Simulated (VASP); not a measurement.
The system is BP4.

```
B P
1.0
     3.65897    0.00000    0.00000
    -1.82948    3.16876    0.00000
     0.00000    0.00000    8.94674
B P
1 4
Direct
  0.66667 0.33333 0.50000
  0.33333 0.66667 0.12663
  0.33333 0.66667 0.87337
  0.00000 0.00000 0.50000
  0.66667 0.33333 0.00000
```

The cell was built from a structure type or drawn by symmetry, and may not be a known phase.

```yaml
Program: VASP 6.6.1
Task: relaxation of cell and atoms
Functional: PBE
Potentials_or_basis: VASP PAW PBE potentials, release 64 (B, P)
Cutoff: 600 eV
k_mesh: 6 × 6 × 2
Occupations: gaussian, width 0.1 eV
Spin: no spin polarisation
```

At the start: pressure -7.4 GPa; volume 20.75 Å³/atom.

Q: How do energy, volume and symmetry change on relaxing?

A: Over 22 steps the energy falls by 245.5 meV/atom and the volume is 18.32 Å³/atom (-11.7 %); space group P-6m2 (No. 187, to 0.1 Å) before and after.

Step by step:
```csv
step,energy change (eV),largest force (eV/Å),pressure (GPa),volume (Å³)
1,0.0000,0.3316,-7.37,103.73
2,-0.5026,2.0900,2.79,89.95
3,-0.5064,1.9628,1.75,90.85
4,-0.8111,1.4359,5.23,85.66
5,-0.8413,1.8674,6.79,84.39
6,-0.8709,1.6999,10.54,81.82
7,-1.1613,0.4573,4.75,85.11
8,-1.2067,0.0840,2.14,86.57
9,-1.2080,0.0772,1.41,87.03
10,-1.2083,0.0335,1.61,86.90
11,-1.2185,0.0155,0.85,87.63
12,-1.2207,0.0222,0.30,88.20
13,-1.2207,0.0233,0.27,88.23
14,-1.2213,0.0432,0.14,88.42
15,-1.2220,0.1005,-0.24,88.96
16,-1.2224,0.0970,-0.18,89.01
17,-1.2232,0.0868,-0.02,89.13
18,-1.2235,0.0683,0.31,89.38
19,-1.2236,0.0748,0.18,89.29
20,-1.2243,0.0680,0.15,89.52
21,-1.2259,0.0487,0.07,90.21
22,-1.2275,0.0245,-0.07,91.59
```

Final structure:
```yaml
crystal:
  lattice:
    - [3.19811, 0.00000, 0.00000]
    - [-1.59905, 2.76964, 0.00000]
    - [0.00000, 0.00000, 10.34015]
  atoms:
    - { symbol: B, position: [0.66667, 0.33333, 0.50000] }
    - { symbol: P, position: [0.33333, 0.66667, 0.14659] }
    - { symbol: P, position: [0.33333, 0.66667, 0.85341] }
    - { symbol: P, position: [0.00000, 0.00000, 0.50000] }
    - { symbol: P, position: [0.66667, 0.33333, 0.00000] }
```

Caveat: a cell axis changed by over 15 % at a fixed basis, so the end point is rough; this functional lacks dispersion, which binds the layers, so the pressure and a relaxed spacing across them are unreliable.
